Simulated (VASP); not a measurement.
The system is LiCl.

```xyz
2
Lattice="-0.0605 2.5566 2.5566 2.5566 -0.0605 2.5566 2.5566 2.5566 -0.0605" Properties=species:S:1:pos:R:3 pbc="T T T"
Li    0.0000    0.0000    0.0000
Cl    2.5263    2.5263    2.5263
```

This cell differs from its parent crystal: epitaxial 111 strain +2.4%.

Base run:

| Property | Result |
| --- | --- |
| Program | VASP 6.6.1 |
| Functional | PBE |
| Potentials or basis | VASP PAW PBE potentials, release 64 (Li_sv, Cl) |
| Cutoff | 520 eV |
| k mesh | 8 × 8 × 8 |
| Occupations | fermi-dirac, width 0.02 eV |
| Spin | no spin polarisation |

Its results: band gap on the k mesh 6.06 eV.

Task: The run is repeated on the same cell with these changes: functional from PBE to r2SCAN; occupations from fermi-dirac, width 0.02 eV to gaussian, width 0.01 eV. What comes out?

Result: Band gap on the k mesh 6.99 eV.

A k mesh can miss the band edges.
